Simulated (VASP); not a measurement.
**VH2: electric field gradients with LDA**

Crystal: VH2.

```
CELL_PARAMETERS angstrom
0.00000 1.89612 1.89612
1.89612 0.00000 1.89612
1.89612 1.89612 0.00000
ATOMIC_POSITIONS crystal
V 0.00000 0.00000 0.00000
H 0.25000 0.25000 0.25000
H 0.75000 0.75000 0.75000
```

| Quantity | Value |
| --- | --- |
| Program | VASP 6.6.1 |
| Task | electric field gradients |
| Functional | LDA |
| Potentials or basis | VASP PAW LDA potentials, release 64 (V_sv, H) |
| Cutoff | 520 eV |
| k mesh | 15 × 15 × 15 |
| Occupations | fermi-dirac, width 0.05 eV |
| Spin | collinear spin, ferromagnetic start |
| Starting moments | [1.5, 0.0, 0.0] μB |
| Dipole correction | no |
| Further INCAR settings | ALGO = Normal; EDIFF = 1e-08; NBANDS = 18 |

```json
{
  "Pressure": "88.0 GPa",
  "Net moment": "0.00 μB per cell",
  "Largest electric field gradient by atom": "zero within the noise of the run",
  "Valence electrons inside the program's atomic spheres": "V 12.37; H 0.71"
}
```

Levels at points of the mesh, in eV from the Fermi level:
Spin up:
```csv
k point,band 4,band 5,band 6,band 7,band 8,band 9,band 10,band 11,band 12,band 13
"(0.00, 0.00, 0.00)",-37.41,-13.29,-1.47,-1.47,-1.47,1.20,1.20,1.77,19.40,20.35
```
Spin down:
| k point | band 5 | band 6 | band 7 | band 8 | band 9 | band 10 | band 11 | band 12 |
| --- | --- | --- | --- | --- | --- | --- | --- | --- |
| (0.00, 0.00, 0.00) | -13.29 | -1.47 | -1.47 | -1.47 | 1.20 | 1.20 | 1.77 | 19.40 |

Wall time 75 s on 1 thread of Intel Xeon 8259CL (shared host), peak memory 0.16 GiB.

Caveat: the cell stands under pressure.
